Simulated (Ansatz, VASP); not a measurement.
**Ag in VASP and in Ansatz**

```xyz
1
Lattice="0.0000 2.0140 2.0140 2.0140 0.0000 2.0140 2.0140 2.0140 0.0000" Properties=species:S:1:pos:R:3 pbc="T T T"
Ag    0.0000    0.0000    0.0000
```

Alike in both runs: task single point; functional LDA; k mesh 20 × 20 × 20; occupations fermi-dirac, width 0.15 eV; no spin polarisation.

|  | VASP | Ansatz |
| --- | --- | --- |
| version | VASP 6.6.1 | Ansatz 0.2.0 |
| potentials or method | VASP PAW LDA potentials, release 64 (Ag), cutoff 520 eV | scalar-relativistic, plane waves, PAW |
| valence electrons in the cell | 11 | 19 |

|  | VASP | Ansatz | Ansatz less VASP |
| --- | --- | --- | --- |
| gap on the k mesh at the Fermi level (eV) | none | none | - |
| pressure (GPa) | -2.4 | -2.6 | -0.17 |

LDA's correlation is that of Perdew and Zunger in VASP and of Perdew and Wang (1992) in Ansatz. A gap of «none» marks a metal or a gap that the smearing closes. VASP's potentials hold 11 valence electrons a cell and Ansatz's 19, so a difference there can come from the potentials and not from the codes.
